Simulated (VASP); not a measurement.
Crystal: Co.

```xyz
1
Lattice="0.0000 1.8140 1.8140 1.8140 0.0000 1.8140 1.8140 1.8140 0.0000" Properties=species:S:1:pos:R:3 pbc="T T T"
Co    0.0000    0.0000    0.0000
```

Base run:

| Property | Result |
| --- | --- |
| Program | VASP 6.6.1 |
| Functional | PBE |
| Potentials or basis | VASP PAW PBE potentials, release 64 (Co) |
| Cutoff | 520 eV |
| k mesh | 11 × 11 × 11 |
| Occupations | fermi-dirac, width 0.1 eV |
| Spin | collinear spin, ferromagnetic start |
| Starting moments | [1.7] μB |
| Fixed moment | 1.7 μB |

Its results: pressure -15.3 GPa; site moments Co +1.73 μB.

Task: The run is repeated on the same cell with these changes: fixed moment from 1.7 μB to 2.12 μB; moments at the start from [1.7] to [2.12]. What comes out?

Result: Pressure -8.5 GPa; site moments Co +2.11 μB.

Caveats: the total moment is fixed, so each spin has its own Fermi level.
